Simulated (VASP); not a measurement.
# Ga3Sb (I4/mmm) in VASP: notebook

Runs on Ga3Sb. Level: PBEsol. Tasks: single point.

Everything below comes from runs of VASP 6.6.1. Logs are shortened: lines on timing, memory, paths and dates and some standing lists are left out, and cuts for length are marked.

### 1 The cell of the first run

The structure is tetragonal, space group I4/mmm (No. 139). Conventional cell: a = 4.318 Å, b = 4.318 Å, c = 9.521 Å, α = 90.00°, β = 90.00°, γ = 90.00°. Within 4.0 Å of Sb (site symmetry 4/mmm) lie 12 Ga at 3.05 to 3.21 Å. Within 4.0 Å of Ga (site symmetry 4/mmm) lie 4 Sb at 3.05 Å and 8 Ga at 3.21 Å. Ga (site symmetry -4m2) has 8 Ga at 3.05 to 3.21 Å and 4 Sb at 3.21 Å within 4.0 Å.

### 2 Single point, PBEsol

The input, INCAR:

```
SYSTEM = Ga3Sb
PREC = Accurate ; ENCUT = 520
EDIFF = 1E-6 ; ISMEAR = -1
SIGMA = 0.05 ; LREAL = .FALSE.
LASPH = .TRUE. ; NELM = 100
ALGO = Fast ; ISIF = 2
LWAVE = .FALSE. ; LCHARG = .FALSE.
GGA = PS ; NBANDS = 30
```

The input, KPOINTS:

```
Automatic mesh
0
G
  9 9 9
  0 0 0
```

The input, POSCAR:

```
Ga3Sb
1.0
   -2.1587990000      2.1587990000      4.7604840000
    2.1587990000     -2.1587990000      4.7604840000
    2.1587990000      2.1587990000     -4.7604840000
Sb Ga
1 3
Direct
    0.0000000000      0.0000000000      0.0000000000
    0.5000000000      0.5000000000      0.0000000000
    0.2500000000      0.7500000000      0.5000000000
    0.7500000000      0.2500000000      0.5000000000
```

Potentials or basis: VASP PAW PBE potentials, release 64 (Sb, Ga_d).

Command:

```console
> cat potpaw_PBE.64/Sb/POTCAR potpaw_PBE.64/Ga_d/POTCAR > POTCAR
> mpirun -np 1 vasp_std > vasp.out
```

OUTCAR:

```text
SYSTEM = Ga3Sb
   PREC = Accurate
   ENCUT = 520
   EDIFF = 1E-6
   ISMEAR = -1
   LREAL = .FALSE.
   LASPH = .TRUE.
   NELM = 100
   ISIF = 2
   GGA = PS

 ion  position               nearest neighbor table
   1  0.000  0.000  0.000-   2 3.05   2 3.05   2 3.05   2 3.05   4 3.21   3 3.21   4 3.21   3 3.21
                             4 3.21   4 3.21   3 3.21   3 3.21
   2  0.500  0.500  0.000-   1 3.05   1 3.05   1 3.05   1 3.05
   3  0.250  0.750  0.500-   1 3.21   1 3.21   1 3.21   1 3.21
   4  0.750  0.250  0.500-   1 3.21   1 3.21   1 3.21   1 3.21

  LATTYP: Found a body centered tetragonal cell.
 ALAT       =     4.3175980000
 C/A-ratio  =     2.2051538842

  Lattice vectors:

 A1 = (  -2.1587990000,   2.1587990000,   4.7604840000)
 A2 = (   2.1587990000,  -2.1587990000,   4.7604840000)
 A3 = (   2.1587990000,   2.1587990000,  -4.7604840000)

Analysis of symmetry for initial positions (statically):
=====================================================================
 Subroutine PRICEL returns:
 Original cell was already a primitive cell.

 Routine SETGRP: Setting up the symmetry group for a
 body centered tetragonal supercell.

 Subroutine GETGRP returns: Found 16 space group operations
 (whereof 16 operations were pure point group operations)
 out of a pool of 16 trial point group operations.

The static configuration has the point symmetry D_4h.

Analysis of symmetry for dynamics (positions and initial velocities):
=====================================================================
 Subroutine PRICEL returns:
 Original cell was already a primitive cell.

 Routine SETGRP: Setting up the symmetry group for a
 body centered tetragonal supercell.

 Subroutine GETGRP returns: Found 16 space group operations
 (whereof 16 operations were pure point group operations)
 out of a pool of 16 trial point group operations.

The dynamic configuration has the point symmetry D_4h.

 Subroutine INISYM returns: Found 16 space group operations
 (whereof 16 operations are pure point group operations),
 and found     1 'primitive' translations

----------------------------------------------------------------------------------------

                                     Primitive cell

  volume of cell :      88.7433
[... 89 lines left out ...]
   LSORBIT =      F    spin-orbit coupling
   LASPH  =      T    aspherical Exc in radial PAW
   ENCUT  =  520.0 eV  38.22 Ry    6.18 a.u.  10.52 10.52 10.52*2*pi/ulx,y,z
   NELM   =    100;   NELMIN=  2; NELMDL= -5     # of ELM steps
   EDIFF  = 0.1E-05   stopping-criterion for ELM
   LREAL  =      F    real-space projection
   EDIFFG = 0.1E-04   stopping-criterion for IOM
   NSW    =      0    number of steps for IOM
   IBRION =     -1    ionic relax: 0-MD 1-quasi-New 2-CG
   NFREE  =      0    steps in history (QN), initial steepest desc. (CG)
   ISIF   =      2    stress and relaxation
   ISYM   =      2    0-nonsym 1-usesym 2-fastsym
   POTIM  = 0.5000    time-step for ionic-motion
   TEBEG  =    0.0;   TEEND  =   0.0 temperature during run
   PSTRESS=    0.0 pullay stress
   NELECT =      44.0000    total number of electrons
   NUPDOWN=      -1.0000    fix difference up-down
   EMIN   =  10.00;   EMAX   =-10.00  energy-range for DOS
   EFERMI =   0.00;   METHOD = LEGACY
   ISMEAR =    -1;   SIGMA  =   0.05  broadening in eV -4-tet -1-fermi 0-gaus
   EFERMI_NEDOS =   21; number of points for ismear=-14 and -15
   IALGO  =     68    algorithm
   IMIX   =      4    mixing-type and parameters
     AMIX     =   0.40;   BMIX     =  1.00
     AMIX_MAG =   1.60;   BMIX_MAG =  1.00
  volume/ion in A,a.u.               =      22.19       149.72
  Fermi-wavevector in a.u.,A,eV,Ry     =   1.295728  2.448571 22.842976  1.678911
  Thomas-Fermi vector in A             =   2.427229
   LORBIT       =      0    0 simple, 1 ext, 2 COOP (PROOUT), +10 PAW based schemes
   GGA     = PS    functional components
   LHFCALC =     F    Hartree Fock is set to
   AEXX    =    0.0000 exact exchange contribution
   IVDW    =     0    specifies the selected vdW correction
   LEPSILON=     F    determine dielectric tensor
   LRPA    =     F    only Hartree local field effects (RPA)
 non-spin polarized calculation
 RMM-DIIS sequential band-by-band and
  energy-cutoff  :      520.00
  volume of cell :       88.74
 maximum number of plane-waves:      2415
 NGX is ok and might be reduce to    42
   NGX = 21   NGY = 21   NGZ = 21

 number of electron      44.0000012 magnetization

 Free energy of the ion-electron system (eV)
  ---------------------------------------------------
  ext. energy  EPLUGINS =         0.00000000
  ---------------------------------------------------
  free energy    TOTEN  =       -14.23611564 eV

  energy without entropy =      -14.21811529  energy(sigma->0) =      -14.22711547

 E-fermi :   5.7203     XC(G=0): -10.5899

 val. band max:        5.7156287145   @ k =   0.2222   0.1111   0.1111
 cond. band min:       5.7228176097   @ k =  -0.1111   0.1111   0.1111
 fundamental gap:      0.0071888952
 Fermi energy:         5.7202613684

 k-point     1 :       0.0000    0.0000    0.0000
  band No.  band energies     occupation
      1      -9.0999      2.00000
      2      -9.0552      2.00000
      3      -9.0374      2.00000
      4      -9.0037      2.00000
      5      -9.0037      2.00000
      6      -8.9971      2.00000
[... 781 lines left out ...]
     29      13.5222      0.00000
     30      13.8788      0.00000

 [... further k-points ...]

------------------------ aborting loop because EDIFF is reached ----------------------------------------

  FORCE on cell =-STRESS in cart. coord.  units (eV):
  Direction    XX          YY          ZZ          XY          YZ          ZX
  --------------------------------------------------------------------------------------
  -------------------------------------------------------------------------------------
  Total       -2.1360884     -2.1360884     -1.6645971      0.0000000     -0.0000000      0.0000000
  in kB      -38.5650842    -38.5650842    -30.0527495      0.0000000     -0.0000000      0.0000000
  external PRESSURE =     -35.7276393 kB  Pullay stress =       0.0000000 kB

 VOLUME and BASIS-vectors are now :
 -----------------------------------------------------------------------------
  energy-cutoff  :      520.00
  volume of cell :       88.74
      direct lattice vectors                 reciprocal lattice vectors
    -2.158799000  2.158799000  4.760484000     0.000000000  0.231610261  0.105031337
     2.158799000 -2.158799000  4.760484000     0.231610261  0.000000000  0.105031337
     2.158799000  2.158799000 -4.760484000     0.231610261  0.231610261  0.000000000

 POSITION                                       TOTAL-FORCE (eV/Angst)
 -----------------------------------------------------------------------------------
      0.00000      0.00000      0.00000        -0.000000      0.000000     -0.000000
      0.00000      0.00000      4.76048        -0.000000      0.000000     -0.000000
      2.15880      0.00000      2.38024        -0.000000      0.000000     -0.000000
      0.00000      2.15880      2.38024         0.000000     -0.000000      0.000000
 -----------------------------------------------------------------------------------
    total drift:                               -0.000000      0.000000      0.000000

  FREE ENERGIE OF THE ION-ELECTRON SYSTEM (eV)
  ---------------------------------------------------
  free  energy   TOTEN  =       -14.2361156399 eV

  energy  without entropy=      -14.2181152935  energy(sigma->0) =      -14.22711547
```

It took 3.8 min on 1 thread of AMD EPYC 7R43 (Zen 3), shared host; peak memory 0.33 GiB.

Results:

* Free energy: -14.2361 eV
* Pressure: -3.6 GPa
* Band gap on the k mesh: zero (band 22 reaches 7.58 eV, above the bottom of band 23 at 4.03 eV)

Levels at points of the mesh, in eV from the Fermi level:
```
           k point  band 19  band 20  band 21  band 22  band 23  band 24  band 25  band 26
(0.00, 0.00, 0.00)    -2.96    -1.87    -1.72    -1.72    -0.21    -0.21     1.02     1.28
```

Caveat: the PAW data sets were made with another functional, which shifts forces and pressure a little; spin-orbit coupling is left out, which moves the levels of the heavy elements.

### 3 Single point, PBEsol (volume scaled by 1.02)

The input, INCAR:

```
SYSTEM = Ga3Sb
  PREC = Accurate
  ENCUT = 520
  EDIFF = 1E-7
  ISMEAR = -1
  SIGMA = 0.05
  LREAL = .FALSE.
  LASPH = .TRUE.
  NELM = 100
  ALGO = Fast
  ISIF = 2
  LWAVE = .FALSE.
  LCHARG = .FALSE.
  GGA = PS
  NBANDS = 30
```

KPOINTS is that of step 2.

The input, POSCAR:

```
Ga3Sb
1.0
   -2.1730960988      2.1730960988      4.7920113029
    2.1730960988     -2.1730960988      4.7920113029
    2.1730960988      2.1730960988     -4.7920113029
Sb Ga
1 3
Direct
    0.0000000000      0.0000000000      0.0000000000
    0.5000000000      0.5000000000      0.0000000000
    0.2500000000      0.7500000000      0.5000000000
    0.7500000000      0.2500000000      0.5000000000
```

Potentials or basis: VASP PAW PBE potentials, release 64 (Sb, Ga_d).

Command:

```console
> cat potpaw_PBE.64/Sb/POTCAR potpaw_PBE.64/Ga_d/POTCAR > POTCAR
> mpirun -np 1 vasp_std > vasp.out
```

Wall time 4.3 min (1 thread of AMD EPYC 7R43 (Zen 3), shared host); peak memory 0.33 GiB.

It converged, with:

* Free energy: -14.1931 eV
* Pressure: -4.2 GPa
* Band gap on the k mesh: zero (band 22 reaches 7.33 eV, above the bottom of band 23 at 3.87 eV)

Stress tensor (GPa, compression positive):
```
-4.42  0.00  0.00
 0.00 -4.42  0.00
 0.00  0.00 -3.76
```

Levels at points of the mesh, in eV from the Fermi level:
```tsv
k point	band 18	band 19	band 20	band 21	band 22	band 23	band 24	band 25	band 26	band 27
(0.00, 0.00, 0.00)	-3.70	-3.00	-1.93	-1.67	-1.67	-0.18	-0.18	1.03	1.30	4.45
```

Caveat: the PAW data sets were made with another functional, which shifts forces and pressure a little; spin-orbit coupling is left out, which moves the levels of the heavy elements.

### 4 Single point, PBEsol (volume scaled by 1.04)

The input, INCAR:

```
PREC     = Accurate       # precision mode
ENCUT    = 520            # plane-wave cutoff, eV
EDIFF    = 1E-7           # SCF threshold, eV
ISMEAR   = -1             # smearing method
SIGMA    = 0.05           # smearing width, eV
LREAL    = F              # projectors in reciprocal space
LASPH    = T              # aspherical terms in the spheres
NELM     = 80             # most SCF steps
ALGO     = Fast           # electronic algorithm
ISIF     = 2              # what is computed and relaxed
LWAVE    = F              # write WAVECAR
LCHARG   = F              # write CHGCAR
GGA      = PS             # functional
NBANDS   = 30             # bands
```

The input, KPOINTS:

```
regular mesh
0
Gamma
  9 9 9
```

The input, POSCAR:

```
Ga3Sb
1.0
   -2.1872075078      2.1872075078      4.8231291313
    2.1872075078     -2.1872075078      4.8231291313
    2.1872075078      2.1872075078     -4.8231291313
Sb Ga
1 3
Direct
    0.0000000000      0.0000000000      0.0000000000
    0.5000000000      0.5000000000      0.0000000000
    0.2500000000      0.7500000000      0.5000000000
    0.7500000000      0.2500000000      0.5000000000
```

Command:

```console
> cat potpaw_PBE.64/Sb/POTCAR potpaw_PBE.64/Ga_d/POTCAR > POTCAR
> mpirun -np 1 vasp_std > vasp.out
```

Wall time 6.4 min (1 thread of AMD EPYC 7R43 (Zen 3), shared host); peak memory 0.39 GiB.

Results (log left out):

- Free energy: -14.1427 eV
- Pressure: -4.8 GPa
- Band gap on the k mesh: zero (band 22 reaches 7.10 eV, above the bottom of band 23 at 3.72 eV)

Stress tensor (GPa, compression positive):
```
-4.98  0.00  0.00
 0.00 -4.98  0.00
 0.00  0.00 -4.49
```

Levels at points of the mesh, in eV from the Fermi level:
| k point | band 20 | band 21 | band 22 | band 23 | band 24 | band 25 |
| --- | --- | --- | --- | --- | --- | --- |
| (0.00, 0.00, 0.00) | -2.00 | -1.63 | -1.63 | -0.15 | -0.15 | 1.04 |

Caveat: the PAW data sets were made with another functional, which shifts forces and pressure a little; spin-orbit coupling is left out, which moves the levels of the heavy elements.

### 5 Single point, PBEsol (volume scaled by 1.06)

The input, INCAR:

```
PREC     = Accurate       # precision mode
ENCUT    = 520            # plane-wave cutoff, eV
EDIFF    = 1E-6           # SCF threshold, eV
ISMEAR   = -1             # smearing method
SIGMA    = 0.05           # smearing width, eV
LREAL    = F              # projectors in reciprocal space
LASPH    = T              # aspherical terms in the spheres
NELM     = 60             # most SCF steps
ALGO     = Fast           # electronic algorithm
ISIF     = 2              # what is computed and relaxed
LWAVE    = F              # write WAVECAR
LCHARG   = T              # write CHGCAR
GGA      = PS             # functional
LELF     = T              # ELF
LVHAR    = T            
NBANDS   = 30             # bands
```

KPOINTS is that of step 4.

The input, POSCAR:

```
Ga3Sb
1.0
   -2.2011391414      2.2011391414      4.8538505273
    2.2011391414     -2.2011391414      4.8538505273
    2.2011391414      2.2011391414     -4.8538505273
Sb Ga
1 3
Direct
    0.0000000000      0.0000000000      0.0000000000
    0.5000000000      0.5000000000      0.0000000000
    0.2500000000      0.7500000000      0.5000000000
    0.7500000000      0.2500000000      0.5000000000
```

Command:

```console
> cat potpaw_PBE.64/Sb/POTCAR potpaw_PBE.64/Ga_d/POTCAR > POTCAR
> mpirun -np 1 vasp_std > vasp.out
```

Wall time 6 min (1 thread of AMD EPYC 7R43 (Zen 3), shared host); peak memory 0.39 GiB.

It converged, with:

| Quantity | Value |
| --- | --- |
| Free energy | -14.0858 eV |
| Pressure | -5.4 GPa |
| Band gap on the k mesh | zero (band 22 reaches 6.87 eV, above the bottom of band 23 at 3.57 eV) |

Stress tensor (GPa, compression positive):
```
-5.53  0.00  0.00
 0.00 -5.53  0.00
 0.00  0.00 -5.19
```

Levels at points of the mesh, in eV from the Fermi level:
```csv
k point,band 18,band 19,band 20,band 21,band 22,band 23,band 24,band 25,band 26,band 27
"(0.00, 0.00, 0.00)",-3.53,-3.07,-2.06,-1.59,-1.59,-0.12,-0.12,1.05,1.36,4.34
```

Caveat: the PAW data sets were made with another functional, which shifts forces and pressure a little; spin-orbit coupling is left out, which moves the levels of the heavy elements.

### 6 Overview

| cell | further INCAR settings | gap on the mesh (eV) | pressure (GPa) |
| --- | --- | --- | --- |
| a = 5.655 Å, angles 135.1, 135.1, 65.3°, 4 atoms | ALGO = Fast; EDIFF = 1e-06; NBANDS = 30 | none | -3.6 |
| a = 5.693 Å, angles 135.1, 135.1, 65.3°, 4 atoms | ALGO = Fast; EDIFF = 1e-07; NBANDS = 30 | none | -4.2 |
| a = 5.730 Å, angles 135.1, 135.1, 65.3°, 4 atoms | ALGO = Fast; EDIFF = 1e-07; NBANDS = 30 | none | -4.8 |
| a = 5.766 Å, angles 135.1, 135.1, 65.3°, 4 atoms | ALGO = Fast; EDIFF = 1e-06; NBANDS = 30 | none | -5.4 |

Alike in all rows: task single point; level PBEsol; potentials or basis VASP PAW PBE potentials, release 64 (Sb, Ga_d); no spin polarisation; k mesh 9 × 9 × 9; cutoff (eV) 520; smearing fermi-dirac 0.05 eV.

Caveats: the PAW data sets were made with another functional, which shifts forces and pressure a little; spin-orbit coupling is left out, which moves the levels of the heavy elements.

Total energies depend on the potentials used, so only differences within one code and one set of settings carry meaning.
